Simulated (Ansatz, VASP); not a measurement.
## AgI: VASP beside Ansatz

```
Ag I
1.0
     4.75658    0.00000    0.00000
    -2.37829    4.11932    0.00000
     0.00000    0.00000    7.77605
Ag I
2 2
Direct
  0.33333 0.66667 0.00245
  0.66667 0.33333 0.50245
  0.33333 0.66667 0.37745
  0.66667 0.33333 0.87745
```

Change from the starting cell: equal strain along all axes, cell held, atoms relaxed: +1.5 %.

Alike in both runs: functional PBE; k mesh 6 × 6 × 4; occupations gaussian, width 0.02 eV; no spin polarisation.

Ansatz relaxed the structure, and its values are those at the end. VASP's run is a single point on that final structure, the one shown.

|  | VASP | Ansatz |
| --- | --- | --- |
| version | VASP 6.6.1 | Ansatz 0.2.0 |
| potentials or method | VASP PAW PBE potentials, release 64 (Ag, I), cutoff 500 eV | scalar-relativistic, plane waves, PAW |
| valence electrons in the cell | 36 | 72 |

VASP gave:

* gap on the k mesh at the Fermi level (eV): 1.37
* least direct gap on the mesh (eV): 1.37
* pressure (GPa): -1.1

What did Ansatz give for the same quantities?

gap on the k mesh at the Fermi level (eV): 1.37; least direct gap on the mesh (eV): 1.37; pressure (GPa): -1.0.

VASP's potentials hold 36 valence electrons a cell and Ansatz's 72, so a difference there can come from the potentials and not from the codes. Ansatz's warnings: stress scf threshold loose.

Spin-orbit coupling is off throughout.
